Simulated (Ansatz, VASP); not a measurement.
Two plane-wave programs on Mg

```xyz
1
Lattice="2.9937 0.0000 0.0000 0.0000 2.9937 0.0000 0.0000 0.0000 2.9937" Properties=species:S:1:pos:R:3 pbc="T T T"
Mg    0.0000    0.0000    0.0000
```

Alike in both runs: task single point; functional r2SCAN; k mesh 11 × 11 × 11; occupations fermi-dirac, width 0.1 eV; non-collinear spin, spin-orbit coupling.

|  | VASP | Ansatz |
| --- | --- | --- |
| version | VASP 6.6.1 | Ansatz 0.2.0 |
| potentials or method | VASP PAW PBE potentials, release 64 (Mg), cutoff 520 eV | plane waves (500 eV) with PAW, fully relativistic with spin-orbit coupling |
| valence electrons in the cell | 2 | 10 |

```csv
,VASP,Ansatz,Ansatz less VASP
net moment per atom (μB),0.00,0.00,0.000
```

VASP's potentials were made for PBE, not for r2SCAN. VASP's potentials hold 2 valence electrons a cell and Ansatz's 10, so a difference there can come from the potentials and not from the codes.
